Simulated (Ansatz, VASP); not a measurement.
# Two plane-wave programs on TiC

The input POSCAR:

```
TiC
1.0
    0.0000000000      2.2289200000      2.1640000000
    2.2289200000      0.0000000000      2.1640000000
    2.2289200000      2.2289200000      0.0000000000
Ti C
1 1
Direct
    0.0000000000      0.0000000000      0.0000000000
    0.5000000000      0.5000000000      0.5000000000
```

Contents of INCAR.step1:

```
  ALGO = Normal
  EDIFF = 1E-4
  ENCUT = 520
  GGA = PE
  ISMEAR = 0
  LASPH = T
  LCHARG = F
  LREAL = F
  LWAVE = T
  NBANDS = 15
  NELM = 100
  PREC = Accurate
  SIGMA = 0.15
```

Contents of INCAR.step2:

```
  ALGO = Normal
  EDIFF = 1E-6
  ENCUT = 520
  ISIF = 2
  ISMEAR = 0
  ISTART = 1
  LASPH = T
  LCHARG = T
  LELF = T
  LMIXTAU = T
  LREAL = F
  LVHAR = T
  LWAVE = F
  METAGGA = R2SCAN
  NBANDS = 15
  NELM = 100
  PREC = Accurate
  SIGMA = 0.15
```

Contents of KPOINTS:

```
k-points
0
Gamma
  18 18 18
```

Input for Ansatz:

```yaml
crystal:
  lattice:
    - [0.0, 2.22892, 2.164]
    - [2.22892, 0.0, 2.164]
    - [2.22892, 2.22892, 0.0]
  atoms:
    - { symbol: Ti, position: [0.0, 0.0, 0.0] }
    - { symbol: C, position: [0.5, 0.5, 0.5] }
basis:
  ecutwfc: 500
kpoints:
  mp_grid: { grid: [18, 18, 18] }
hamiltonian:
  xc: r2scan
scf:
  occupations: { method: gaussian, width: 0.15 }
output:
  forces: true
  stress: true
  eigenvalues: true
```

Change from the starting cell: strain +0.030 along x and y, +0.000 along z, atoms carried along.

Alike in both runs: task single point; functional r2SCAN; k mesh 18 × 18 × 18; occupations gaussian, width 0.15 eV; no spin polarisation.

```csv
,VASP,Ansatz
version,VASP 6.6.1,Ansatz 0.2.0
potentials or method,"VASP PAW PBE potentials, release 64 (Ti_sv, C), cutoff 520 eV","scalar-relativistic, plane waves, PAW"
valence electrons in the cell,16,16
```

```tsv
	VASP	Ansatz	Ansatz less VASP
gap on the k mesh at the Fermi level (eV)	none	none	-
pressure (GPa)	-12.6	-13.4	-0.83
traceless stress, the component that is largest in VASP (GPa)	6.36	6.25	-0.112
```

VASP's potentials were made for PBE, not for r2SCAN. A gap of «none» marks a metal or a gap that the smearing closes. The functional is the same, so the differences come from potentials, cutoffs and numerics.
